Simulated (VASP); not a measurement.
Wanted: the native input for a VASP 6.6.1 run.

- Task: single point
- Functional: PBE
- Potentials or basis: VASP PAW PBE potentials, release 64 (Ag)
- Cutoff: 520 eV
- k mesh: 14 × 14 × 14
- Occupations: fermi-dirac, width 0.1 eV
- Spin: no spin polarisation
- Dipole correction: no
- Further INCAR settings: ALGO = Normal; EDIFF = 1e-06; NBANDS = 18

The structure of Ag lies in POSCAR:

```
Ag
1.0
    0.0000000000      3.0649337455      3.0649337455
    3.0649337455      0.0000000000      3.0649337455
    3.0649337455      3.0649337455      0.0000000000
Ag
2
Direct
    0.1250000000      0.1250000000      0.1250000000
    0.8750000000      0.8750000000      0.8750000000
```

This isn't the form of Ag at room conditions, which is fcc.

One way to write it, as run:

INCAR

```
PREC = Accurate
ENCUT = 520
EDIFF = 1E-6
ISMEAR = -1
SIGMA = 0.1
LREAL = F
LASPH = T
NELM = 80
ALGO = Normal
ISIF = 2
LWAVE = F
LCHARG = F
GGA = PE
NBANDS = 18
```

KPOINTS

```
Automatic mesh
0
Gamma
  14 14 14
```

Potentials or basis: VASP PAW PBE potentials, release 64 (Ag).

Launch:

```bash
$ cat potpaw_PBE.64/Ag/POTCAR > POTCAR
$ mpirun -np 1 vasp_std > vasp.out
```

It gave:

The pressure is 1.4 GPa and the band gap on the k mesh is zero (bands 11 and 12 overlap by 1.09 eV).

It took 37 s on 1 thread of AMD EPYC 9R45 96-Core Processor (Zen 5) (shared host), peak memory 0.2 GiB.
